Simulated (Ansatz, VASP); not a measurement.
## W: VASP beside Ansatz

```
W
1.0
    -1.59730    1.59730    1.66119
     1.59730   -1.59730    1.66119
     1.59730    1.59730   -1.66119
W
1
Cartesian
  0.0000 0.0000 0.0000
```

Change from the starting cell: strain +0.000 along x and y, +0.040 along z, atoms carried along.

Alike in both runs: task single point; functional PBE; k mesh 20 × 20 × 20; occupations gaussian, width 0.15 eV; no spin polarisation.

```csv
,VASP,Ansatz
version,VASP 6.6.1,Ansatz 0.2.0
potentials or method,"VASP PAW PBE potentials, release 64 (W_sv), cutoff 520 eV","scalar-relativistic, plane waves, PAW"
valence electrons in the cell,14,14
```

|  | VASP | Ansatz | Ansatz less VASP |
| --- | --- | --- | --- |
| gap on the k mesh at the Fermi level (eV) | none | none | - |
| pressure (GPa) | -13.0 | -13.3 | -0.34 |
| traceless stress, the component that is largest in VASP (GPa) | -7.36 | -7.37 | -0.010 |

A gap of «none» marks a metal or a gap that the smearing closes.

Spin-orbit coupling is off throughout.
